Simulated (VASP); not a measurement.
# BaLiF3 (P4/mmm) in VASP: notebook

BaLiF3 is run at these levels: LDA; tasks: single point.

Program: VASP 6.6.1. These are calculated values, not measurements. Logs are shortened: lines on timing, memory, paths and dates and some standing lists are left out, and cuts for length are marked.

## 1. The cell of the first run

Symmetry: P4/mmm, No. 123, tetragonal system. The conventional cell has a = 3.929 Å, b = 3.929 Å, c = 4.108 Å, α = 90.00°, β = 90.00°, γ = 90.00°. Within 3.7 Å of Ba (site symmetry 4/mmm) lie 12 F at 2.78 to 2.84 Å and 8 Li at 3.45 Å. Within 2.6 Å of Li (site symmetry 4/mmm) lie 6 F at 1.96 to 2.05 Å. F (site symmetry mmm) has 2 Li at 1.96 Å within 2.6 Å. Within 2.9 Å of F (site symmetry 4/mmm) lie 2 Li at 2.05 Å and 4 Ba at 2.78 Å and 8 F at 2.84 Å.

## 2. Single point, LDA (strain -0.015 along x and y, +0.030 along z)

The input, INCAR:

```
ALGO = Normal
EDIFF = 1E-6
ENCUT = 520
GGA = CA
ISIF = 2
ISMEAR = 0
LASPH = T
LCHARG = F
LREAL = F
LWAVE = F
NBANDS = 25
NELM = 80
PREC = Accurate
SIGMA = 0.05
```

The input, KPOINTS:

```
k-points
0
Gamma
  6 6 6
```

The input, POSCAR:

```
BaLiF3
1.0
    3.9287529154      0.0000000000      0.0000000000
    0.0000000000      3.9287529154      0.0000000000
    0.0000000000      0.0000000000      4.1082390892
Ba Li F
1 1 3
Direct
    0.0000000000      0.0000000000      0.0000000000
    0.5000000000      0.5000000000      0.5000000000
    0.0000000000      0.5000000000      0.5000000000
    0.5000000000      0.5000000000      0.0000000000
    0.5000000000      0.0000000000      0.5000000000
```

Potentials or basis: VASP PAW LDA potentials, release 64 (Ba_sv, Li_sv, F).

Launch:

```console
$ cat potpaw_LDA.64/Ba_sv/POTCAR potpaw_LDA.64/Li_sv/POTCAR potpaw_LDA.64/F/POTCAR > POTCAR
$ mpirun -np 1 vasp_std > vasp.out
```

OUTCAR:

```text
EDIFF = 1E-6
   ENCUT = 520
   GGA = CA
   ISIF = 2
   ISMEAR = 0
   LASPH = T
   LREAL = F
   NELM = 80
   PREC = Accurate

 ion  position               nearest neighbor table
   1  0.000  0.000  0.000-   4 2.78   4 2.78   4 2.78   4 2.78   5 2.84   3 2.84   3 2.84   3 2.84
                             5 2.84   5 2.84   5 2.84   3 2.84   2 3.45   2 3.45   2 3.45   2 3.45
   2  0.500  0.500  0.500-   3 1.96   5 1.96   5 1.96   3 1.96   4 2.05   4 2.05   1 3.45   1 3.45
                             1 3.45   1 3.45   1 3.45   1 3.45   1 3.45   1 3.45
   3  0.000  0.500  0.500-   2 1.96   2 1.96   1 2.84   1 2.84   1 2.84   1 2.84
   4  0.500  0.500  0.000-   2 2.05   2 2.05   1 2.78   1 2.78   1 2.78   1 2.78
   5  0.500  0.000  0.500-   2 1.96   2 1.96   1 2.84   1 2.84   1 2.84   1 2.84

  LATTYP: Found a simple tetragonal cell.
 ALAT       =     3.9287529154
 C/A-ratio  =     1.0456852792

  Lattice vectors:

 A1 = (   3.9287529154,   0.0000000000,   0.0000000000)
 A2 = (   0.0000000000,   3.9287529154,   0.0000000000)
 A3 = (   0.0000000000,   0.0000000000,   4.1082390892)

Analysis of symmetry for initial positions (statically):
=====================================================================
 Subroutine PRICEL returns:
 Original cell was already a primitive cell.

 Routine SETGRP: Setting up the symmetry group for a
 simple tetragonal supercell.

 Subroutine GETGRP returns: Found 16 space group operations
 (whereof 16 operations were pure point group operations)
 out of a pool of 16 trial point group operations.

The static configuration has the point symmetry D_4h.

Analysis of symmetry for dynamics (positions and initial velocities):
=====================================================================
 Subroutine PRICEL returns:
 Original cell was already a primitive cell.

 Routine SETGRP: Setting up the symmetry group for a
 simple tetragonal supercell.

 Subroutine GETGRP returns: Found 16 space group operations
 (whereof 16 operations were pure point group operations)
 out of a pool of 16 trial point group operations.

The dynamic configuration has the point symmetry D_4h.

 Subroutine INISYM returns: Found 16 space group operations
 (whereof 16 operations are pure point group operations),
 and found     1 'primitive' translations

----------------------------------------------------------------------------------------

                                     Primitive cell

  volume of cell :      63.4111

  direct lattice vectors                    reciprocal lattice vectors
     3.928752915  0.000000000  0.000000000     0.254533696  0.000000000  0.000000000
     0.000000000  3.928752915  0.000000000     0.000000000  0.254533696  0.000000000
     0.000000000  0.000000000  4.108239089     0.000000000  0.000000000  0.243413292

  length of vectors
     3.928752915  3.928752915  4.108239089     0.254533696  0.254533696  0.243413292

  position of ions in fractional coordinates (direct lattice)
     0.000000000  0.000000000  0.000000000
     0.500000000  0.500000000  0.500000000
     0.000000000  0.500000000  0.500000000
     0.500000000  0.500000000  0.000000000
     0.500000000  0.000000000  0.500000000

  ion indices of the primitive-cell ions
   primitive index   ion index
                 1           1
                 2           2
                 3           3
                 4           4
                 5           5

----------------------------------------------------------------------------------------

 KPOINTS: k-points

Automatic generation of k-mesh.
 Grid dimensions read from file:
 generate k-points for:    6    6    6

 Generating k-lattice:

  Cartesian coordinates                     Fractional coordinates (reciprocal lattice)
     0.042422283  0.000000000  0.000000000     0.166666667  0.000000000  0.000000000
     0.000000000  0.042422283  0.000000000     0.000000000  0.166666667  0.000000000
     0.000000000  0.000000000  0.040568882     0.000000000  0.000000000  0.166666667

  Length of vectors
     0.042422283  0.042422283  0.040568882

  Shift w.r.t. Gamma in fractional coordinates (k-lattice)
     0.000000000  0.000000000  0.000000000

 Subroutine IBZKPT returns following result:
 ===========================================

 Found     40 irreducible k-points:

 Following reciprocal coordinates:
            Coordinates               Weight
  0.000000  0.000000  0.000000      1.000000
  0.166667  0.000000  0.000000      4.000000
  0.333333  0.000000  0.000000      4.000000
  0.500000  0.000000  0.000000      2.000000
  0.166667  0.166667  0.000000      4.000000
  0.333333  0.166667  0.000000      8.000000
[... 16 lines left out ...]
  0.333333  0.000000  0.333333      8.000000
  0.500000  0.000000  0.333333      4.000000
 [... further k-points ...]
   k-points           NKPTS =     40   k-points in BZ     NKDIM =     40   number of bands    NBANDS=     25
   number of dos      NEDOS =    301   number of ions     NIONS =      5
   total plane-waves  NPLWV =  28800
   dimension x,y,z NGX =    30 NGY =   30 NGZ =   32
   dimension x,y,z NGXF=    60 NGYF=   60 NGZF=   64
   ions per type =               1   1   3
   NGX,Y,Z   is equivalent  to a cutoff of  12.69, 12.69, 12.95 a.u.
   NGXF,Y,Z  is equivalent  to a cutoff of  25.39, 25.39, 25.90 a.u.
 SYSTEM =  unknown system
   PREC   = accura    normal or accurate (medium, high low for compatibility)
   ISTART =      0    job   : 0-new  1-cont  2-samecut
   ICHARG =      2    charge: 1-file 2-atom 10-const
   ISPIN  =      1    spin polarized calculation?
   LNONCOLLINEAR =      F non collinear calculations
   LSORBIT =      F    spin-orbit coupling
   LASPH  =      T    aspherical Exc in radial PAW
   ENCUT  =  520.0 eV  38.22 Ry    6.18 a.u.   7.30  7.30  7.64*2*pi/ulx,y,z
   NELM   =     80;   NELMIN=  2; NELMDL= -5     # of ELM steps
   EDIFF  = 0.1E-05   stopping-criterion for ELM
   LREAL  =      F    real-space projection
   EDIFFG = 0.1E-04   stopping-criterion for IOM
   NSW    =      0    number of steps for IOM
   IBRION =     -1    ionic relax: 0-MD 1-quasi-New 2-CG
   NFREE  =      0    steps in history (QN), initial steepest desc. (CG)
   ISIF   =      2    stress and relaxation
   ISYM   =      2    0-nonsym 1-usesym 2-fastsym
   POTIM  = 0.5000    time-step for ionic-motion
   TEBEG  =    0.0;   TEEND  =   0.0 temperature during run
   PSTRESS=    0.0 pullay stress
   NELECT =      34.0000    total number of electrons
   NUPDOWN=      -1.0000    fix difference up-down
   EMIN   =  10.00;   EMAX   =-10.00  energy-range for DOS
   EFERMI =   0.00;   METHOD = LEGACY
   ISMEAR =     0;   SIGMA  =   0.05  broadening in eV -4-tet -1-fermi 0-gaus
   EFERMI_NEDOS =   21; number of points for ismear=-14 and -15
   IALGO  =     38    algorithm
   IMIX   =      4    mixing-type and parameters
     AMIX     =   0.40;   BMIX     =  1.00
     AMIX_MAG =   1.60;   BMIX_MAG =  1.00
  volume/ion in A,a.u.               =      12.68        85.58
  Fermi-wavevector in a.u.,A,eV,Ry     =   1.329983  2.513303 24.066730  1.768855
  Thomas-Fermi vector in A             =   2.459104
   LORBIT       =      0    0 simple, 1 ext, 2 COOP (PROOUT), +10 PAW based schemes
   GGA     = CA    functional components
   LHFCALC =     F    Hartree Fock is set to
   AEXX    =    0.0000 exact exchange contribution
   IVDW    =     0    specifies the selected vdW correction
   LEPSILON=     F    determine dielectric tensor
   LRPA    =     F    only Hartree local field effects (RPA)
 non-spin polarized calculation
 Gauss-broadening in eV      SIGMA  =   0.05
  energy-cutoff  :      520.00
  volume of cell :       63.41
 maximum number of plane-waves:      1727
 NGX is ok and might be reduce to    30
   NGX = 15   NGY = 15   NGZ = 15

 number of electron      33.9999988 magnetization

 Free energy of the ion-electron system (eV)
  ---------------------------------------------------
  ext. energy  EPLUGINS =         0.00000000
  ---------------------------------------------------
  free energy    TOTEN  =       -29.20205441 eV

  energy without entropy =      -29.20205441  energy(sigma->0) =      -29.20205441

 E-fermi :  -0.5498     XC(G=0): -10.7369

 val. band max:       -0.7986146138   @ k =   0.5000   0.5000   0.5000
 cond. band min:       5.3940090732   @ k =   0.0000   0.0000   0.0000
 fundamental gap:      6.1926236870
 Fermi energy:        -0.5497580723

 k-point     1 :       0.0000    0.0000    0.0000
  band No.  band energies     occupation
      1     -40.4688      2.00000
      2     -24.2658      2.00000
      3     -20.0763      2.00000
      4     -19.7504      2.00000
      5     -19.5740      2.00000
      6      -9.3490      2.00000
[... 17 lines left out ...]
     24      15.1193      0.00000
     25      15.7392      0.00000

 k-point     2 :       0.1667    0.0000    0.0000
  band No.  band energies     occupation
      1     -40.4683      2.00000
      2     -24.2237      2.00000
      3     -20.1110      2.00000
      4     -19.7561      2.00000
      5     -19.6136      2.00000
      6      -9.2940      2.00000
[... 17 lines left out ...]
     24      15.0202      0.00000
     25      15.3391      0.00000

 k-point     3 :       0.3333    0.0000    0.0000
  band No.  band energies     occupation
      1     -40.4673      2.00000
      2     -24.1353      2.00000
      3     -20.2012      2.00000
      4     -19.7794      2.00000
      5     -19.6646      2.00000
      6      -9.2722      2.00000
[... 552 lines left out ...]
 k-point    23 :       0.3333    0.0000    0.3333
  band No.  band energies     occupation
      1     -40.4664      2.00000
      2     -24.0619      2.00000
      3     -20.1318      2.00000
      4     -19.9305      2.00000
      5     -19.7047      2.00000
      6      -9.4575      2.00000
[... 17 lines left out ...]
     24      13.3455      0.00000
     25      14.1739      0.00000

 k-point    24 :       0.5000    0.0000    0.3333
  band No.  band energies     occupation
      1     -40.4659      2.00000
      2     -24.0233      2.00000
      3     -20.1581      2.00000
      4     -19.8856      2.00000
      5     -19.7807      2.00000
      6      -9.4989      2.00000
[... 17 lines left out ...]
     24      12.6964      0.00000
     25      14.4677      0.00000

 [... further k-points ...]

------------------------ aborting loop because EDIFF is reached ----------------------------------------

  FORCE on cell =-STRESS in cart. coord.  units (eV):
  Direction    XX          YY          ZZ          XY          YZ          ZX
  --------------------------------------------------------------------------------------
  -------------------------------------------------------------------------------------
  Total       -1.4414846     -1.4414846     -2.9228208      0.0000000      0.0000000      0.0000000
  in kB      -36.4213012    -36.4213012    -73.8495127      0.0000000      0.0000000      0.0000000
  external PRESSURE =     -48.8973717 kB  Pullay stress =       0.0000000 kB

 VOLUME and BASIS-vectors are now :
 -----------------------------------------------------------------------------
  energy-cutoff  :      520.00
  volume of cell :       63.41
      direct lattice vectors                 reciprocal lattice vectors
     3.928752915  0.000000000  0.000000000     0.254533696  0.000000000  0.000000000
     0.000000000  3.928752915  0.000000000     0.000000000  0.254533696  0.000000000
     0.000000000  0.000000000  4.108239089     0.000000000  0.000000000  0.243413292

 POSITION                                       TOTAL-FORCE (eV/Angst)
 -----------------------------------------------------------------------------------
      0.00000      0.00000      0.00000         0.000000      0.000000      0.000000
      1.96438      1.96438      2.05412         0.000000      0.000000      0.000000
      0.00000      1.96438      2.05412         0.000000      0.000000      0.000000
      1.96438      1.96438      0.00000         0.000000      0.000000      0.000000
      1.96438      0.00000      2.05412         0.000000      0.000000      0.000000
 -----------------------------------------------------------------------------------
    total drift:                                0.000000      0.000000     -0.000000

  FREE ENERGIE OF THE ION-ELECTRON SYSTEM (eV)
  ---------------------------------------------------
  free  energy   TOTEN  =       -29.2020544056 eV

  energy  without entropy=      -29.2020544056  energy(sigma->0) =      -29.20205441
```

Run time: 26 s. Hardware: 1 thread of Intel Xeon 6975P-C (Granite Rapids), shared host; peak memory 0.18 GiB.

What came out:

| Quantity | Value |
| --- | --- |
| Free energy | -29.2021 eV |
| Band gap on the k mesh | 6.19 eV (least direct gap 6.23 eV) |

Levels at points of the mesh, in eV from the valence-band top:
```csv
k point,band 13,band 14,band 15,band 16,band 17,band 18,band 19,band 20,band 21,band 22
"(0.00, 0.00, 0.00)",-0.92,-0.82,-0.05,-0.03,-0.03,6.19,6.64,7.83,9.65,9.65
"(0.50, 0.00, 0.00)",-1.09,-0.79,-0.76,-0.68,-0.51,8.00,8.57,10.14,10.41,10.85
"(0.50, 0.50, 0.00)",-1.43,-0.71,-0.71,-0.16,-0.04,8.71,9.39,10.42,10.42,12.49
"(0.00, 0.00, 0.50)",-1.22,-0.92,-0.92,-0.39,-0.39,7.53,8.25,10.27,10.66,10.66
"(0.50, 0.00, 0.50)",-1.28,-0.67,-0.63,-0.34,-0.32,8.68,8.84,10.75,10.83,12.21
"(0.50, 0.50, 0.50)",-0.36,-0.28,-0.28,-0.15,0.00,7.83,7.83,7.83,11.63,12.13
```

Caveat: the cell differs from its parent crystal (strain -0.015 along x and y, +0.030 along z); the cutoff is under 1.25 times the usual one of these potentials, so pressure, stress and relaxed cells hold a basis-set (Pulay) error; spin-orbit coupling is left out, which moves the levels of the heavy elements.

## 3. Single point, LDA (strain +0.000 along x and y, +0.015 along z)

The input, INCAR:

```
PREC = Accurate
ENCUT = 520
EDIFF = 1E-6
ISMEAR = 0
SIGMA = 0.05
LREAL = F
LASPH = T
NELM = 100
ALGO = Normal
ISIF = 2
LWAVE = F
LCHARG = F
GGA = CA
NBANDS = 25
```

The input, KPOINTS:

```
Automatic mesh
0
Gamma
  6 6 6
```

Changes to POSCAR since step 2:

```diff
@@ -2,5 +2,5 @@
 1.0
-    3.9287529154      0.0000000000      0.0000000000
-    0.0000000000      3.9287529154      0.0000000000
-    0.0000000000      0.0000000000      4.1082390892
+    3.9885816400      0.0000000000      0.0000000000
+    0.0000000000      3.9885816400      0.0000000000
+    0.0000000000      0.0000000000      4.0484103646
 Ba Li F
```

Potentials or basis: VASP PAW LDA potentials, release 64 (Ba_sv, Li_sv, F).

Launch:

```console
$ cat potpaw_LDA.64/Ba_sv/POTCAR potpaw_LDA.64/Li_sv/POTCAR potpaw_LDA.64/F/POTCAR > POTCAR
$ mpirun -np 1 vasp_std > vasp.out
```

Run time: 24 s. Hardware: 1 thread of Intel Xeon 6975P-C (Granite Rapids), shared host; peak memory 0.19 GiB.

The run converged. Its results:

| Quantity | Value |
| --- | --- |
| Free energy | -29.1893 eV |
| Band gap on the k mesh | 6.38 eV |

Levels at points of the mesh, in eV from the valence-band top:
```csv
k point,band 15,band 16,band 17,band 18,band 19,band 20
"(0.00, 0.00, 0.00)",0.00,0.00,0.00,6.38,6.52,7.74
"(0.50, 0.00, 0.00)",-0.74,-0.51,-0.45,7.94,8.41,10.13
"(0.50, 0.50, 0.00)",-0.63,-0.17,-0.11,8.67,9.12,10.54
"(0.00, 0.00, 0.50)",-0.79,-0.41,-0.41,7.77,8.31,10.18
"(0.50, 0.00, 0.50)",-0.60,-0.22,-0.21,8.67,8.93,10.65
"(0.50, 0.50, 0.50)",-0.16,-0.16,-0.07,7.83,7.84,7.84
```

Caveat: the cell differs from its parent crystal (strain +0.000 along x and y, +0.015 along z); the cutoff is under 1.25 times the usual one of these potentials, so pressure, stress and relaxed cells hold a basis-set (Pulay) error; spin-orbit coupling is left out, which moves the levels of the heavy elements.

(Continued in part 2 of 2.)
